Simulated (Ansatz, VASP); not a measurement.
## One calculation of Ge, two programs

```
Ge
1.0
    -2.57449    2.57449    1.39741
     2.57449   -2.57449    1.39741
     2.57449    2.57449   -1.39741
Ge
2
Direct
  0.50000 0.50000 0.00000
  0.25000 0.75000 0.50000
```

Alike in both runs: task single point; functional PBEsol; k mesh 11 × 11 × 11; occupations gaussian, width 0.02 eV; no spin polarisation.

```csv
,VASP,Ansatz
version,VASP 6.6.1,Ansatz 0.2.0
potentials or method,"VASP PAW PBE potentials, release 64 (Ge_d), cutoff 520 eV","all-electron LAPW, scalar-relativistic"
```

```tsv
	VASP	Ansatz	Ansatz less VASP
gap on the k mesh at the Fermi level (eV)	none	none	-
pressure (GPa)	-0.6	-0.5	+0.02
traceless stress, the component that is largest in VASP (GPa)	0.26	0.24	-0.015
```

VASP's potentials were made for PBE, not for PBEsol. A gap of «none» marks a metal or a gap that the smearing closes. Ansatz ran all-electron here, and VASP with PAW potentials.
